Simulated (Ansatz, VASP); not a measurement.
## One calculation of Ru, two programs

The input INCAR:

```
SYSTEM = Ru
PREC = Accurate
ENCUT = 520
EDIFF = 1E-6
ISMEAR = 0
SIGMA = 0.15
LREAL = .False.
LASPH = .True.
NELM = 100
ALGO = Fast
ISIF = 2
LWAVE = .False.
LCHARG = .False.
GGA = PE
NBANDS = 13
```

File KPOINTS:

```
regular mesh
0
Gamma
  22 22 22
  0 0 0
```

File POSCAR:

```
Ru
1.0
    0.0000000000      1.9719630559      1.8254462009
    1.9719630559      0.0000000000      1.8254462009
    1.9719630559      1.9719630559      0.0000000000
Ru
1
Direct
    0.0000000000      0.0000000000      0.0000000000
```

Input for Ansatz:

```yaml
crystal:
  lattice:
    - [0.0, 1.9719630559, 1.8254462009]
    - [1.9719630559, 0.0, 1.8254462009]
    - [1.9719630559, 1.9719630559, 0.0]
  atoms:
    - { symbol: Ru, position: [0.0, 0.0, 0.0] }
basis:
  ecutwfc: 420
kpoints:
  mp_grid: { grid: [22, 22, 22] }
hamiltonian:
  xc: pbe
scf:
  occupations: { method: gaussian, width: 0.15 }
output:
  forces: true
  stress: true
  eigenvalues: true
```

Alike in both runs: task single point; functional PBE; k mesh 22 × 22 × 22; occupations gaussian, width 0.15 eV; no spin polarisation.

|  | VASP | Ansatz |
| --- | --- | --- |
| version | VASP 6.6.1 | Ansatz 0.2.0 |
| potentials or method | VASP PAW PBE potentials, release 64 (Ru_pv), cutoff 520 eV | scalar-relativistic, plane waves, PAW |
| valence electrons in the cell | 14 | 16 |

|  | VASP | Ansatz | Ansatz less VASP |
| --- | --- | --- | --- |
| gap on the k mesh at the Fermi level (eV) | none | none | - |
| pressure (GPa) | -6.9 | -6.7 | +0.21 |
| traceless stress, the component that is largest in VASP (GPa) | 12.45 | 12.48 | +0.032 |

A gap of «none» marks a metal or a gap that the smearing closes. VASP's potentials hold 14 valence electrons a cell and Ansatz's 16, so a difference there can come from the potentials and not from the codes.
